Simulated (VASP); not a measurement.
Write the native input for VASP 6.6.1 that does the following.

```yaml
Task: single point
Functional: PBEsol
Potentials_or_basis: VASP PAW PBE potentials, release 64 (Zn, O)
Cutoff: 520 eV
k_mesh: 12 × 12 × 6
Occupations: gaussian, width 0.02 eV
Spin: no spin polarisation
Dipole_correction: no
Further_INCAR_settings: ALGO = Normal; EDIFF = 1e-06; NBANDS = 26
```

The structure of ZnO lies in POSCAR:

```
ZnO
1.0
    3.2304736098      0.0000000000      0.0000000000
   -1.6152368049      2.7976722123      0.0000000000
    0.0000000000      0.0000000000      5.1097940982
Zn O
2 2
Direct
    0.6666666667      0.3333333333      0.4978735395
    0.3333333333      0.6666666667     -0.0021264605
    0.6666666667      0.3333333333      0.8824364605
    0.3333333333      0.6666666667      0.3824364605
```

The input as run:

INCAR

```
SYSTEM = ZnO
ALGO = Normal ; EDIFF = 1E-6
ENCUT = 520 ; GGA = PS
ISIF = 2 ; ISMEAR = 0
LASPH = .TRUE. ; LCHARG = .FALSE.
LREAL = .FALSE. ; LWAVE = .FALSE.
NBANDS = 26 ; NELM = 60
PREC = Accurate ; SIGMA = 0.02
```

KPOINTS

```
k-points
0
G
  12 12 6
  0 0 0
```

Potentials or basis: VASP PAW PBE potentials, release 64 (Zn, O).

Launch:

```console
$ cat potpaw_PBE.64/Zn/POTCAR potpaw_PBE.64/O/POTCAR > POTCAR
$ mpirun -np 1 vasp_std > vasp.out
```

Results of the run:

```
Pressure               : 4.0 GPa
Largest force          : 0.003 eV/Å
Band gap on the k mesh : 0.74 eV, direct
```

Caveat: the PAW data sets were made with another functional, which shifts forces and pressure a little.

Run time: 30 s on 1 thread of Intel(R) Xeon(R) 6975P-C (Granite Rapids), with other jobs on the host, peak memory 0.21 GiB.
